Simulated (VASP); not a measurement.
Input of a VASP 6.6.1 run:

The input INCAR:

```
PREC = Accurate ; ENCUT = 520
EDIFF = 1E-6 ; ISMEAR = 0
SIGMA = 0.15 ; LREAL = F
LASPH = T ; NELM = 60
ALGO = Normal ; ISIF = 2
LWAVE = F ; LCHARG = F
GGA = PE ; NBANDS = 12
```

File KPOINTS:

```
regular mesh
0
Gamma
  20 20 20
```

File POSCAR:

```
Ag
1.0
    0.0000000000      1.8796520000      1.8796520000
    1.8796520000      0.0000000000      1.8796520000
    1.8796520000      1.8796520000      0.0000000000
Ag
1
Direct
    0.0000000000      0.0000000000      0.0000000000
```

Potentials or basis: VASP PAW PBE potentials, release 64 (Ag).

Command:

```console
$ cat potpaw_PBE.64/Ag/POTCAR > POTCAR
$ mpirun -np 1 vasp_std > vasp.out
```

(1) What does it give for the pressure?

## Answers

(1) 61.9 GPa.

Caveat: the cell differs from its parent crystal (strain -0.080 along x and y, -0.080 along z).
